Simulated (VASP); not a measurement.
Crystal: Be2I.

```
Be I
1.0
     3.42966    0.00000    0.00000
     0.00000    3.42966    0.00000
     0.00000    0.00000    4.87547
Be I
2 1
Direct
  0.50000 0.00000 0.58145
  0.00000 0.50000 0.41855
  0.00000 0.00000 0.00000
```

This cell differs from its parent crystal: atoms taken out.

* Program: VASP 6.6.1
* Task: relaxation of cell and atoms
* Functional: PBE
* Potentials or basis: VASP PAW PBE potentials, release 64 (Be, I)
* Cutoff: 600 eV
* k mesh: 6 × 6 × 4
* Occupations: gaussian, width 0.1 eV
* Spin: no spin polarisation

At the start: pressure -0.8 GPa; volume 19.12 Å³/atom.

Q: Where does the relaxation end?

A: Over 6 steps the energy falls by 3.1 meV/atom and the volume is 18.86 Å³/atom (-1.4 %); space group P-4m2 (No. 115, to 0.1 Å) before and after.

Step by step:
```tsv
step	energy change (eV)	largest force (eV/Å)	pressure (GPa)	volume (Å³)
1	0.0000	0.0891	-0.75	57.35
2	-0.0073	0.0740	-0.12	56.60
3	-0.0081	0.0661	0.19	56.26
4	-0.0087	0.0524	0.03	56.42
5	-0.0090	0.0337	-0.18	56.64
6	-0.0094	0.0228	-0.13	56.57
```

Final structure:
```xyz
3
Lattice="3.3902 0.0000 0.0000 0.0000 3.3902 0.0000 0.0000 0.0000 4.9220" Properties=species:S:1:pos:R:3 pbc="T T T"
Be    1.6951    3.3902    2.8413
Be    0.0000    1.6951    2.0807
I     0.0000    0.0000    0.0000
```

Caveat: the cell differs from its parent crystal (atoms taken out); an odd number of electrons without spin polarisation forces a metal; a magnetic or distorted state may lie lower.
